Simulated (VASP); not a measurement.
A run of VASP 6.6.1 is set up as follows.

INCAR

```
ALGO = Normal
EDIFF = 1E-7
ENCUT = 520
GGA = PE
ISIF = 2
ISMEAR = -1
LASPH = T
LCHARG = F
LREAL = F
LWAVE = F
NBANDS = 14
NELM = 80
PREC = Accurate
SIGMA = 0.02
```

KPOINTS

```
k-points
0
Gamma
  14 14 8
```

POSCAR

```
Br
1.0
    3.9256129850      0.0000000000      0.0000000000
   -1.9628064925      3.3996805705      0.0000000000
    0.0000000000      0.0000000000      4.2958213283
Br
2
Direct
    0.3333333333      0.6666666667      0.2500000000
    0.6666666667      0.3333333333      0.7500000000
```

Potentials or basis: VASP PAW PBE potentials, release 64 (Br).

Run with:

```bash
$ cat potpaw_PBE.64/Br/POTCAR > POTCAR
$ mpirun -np 1 vasp_std > vasp.out
```

Q: Predict the pressure.

A: 0.0 GPa.

Q: Predict the band gap on the k mesh.

A: Zero (bands 7 and 8 overlap by 1.91 eV).
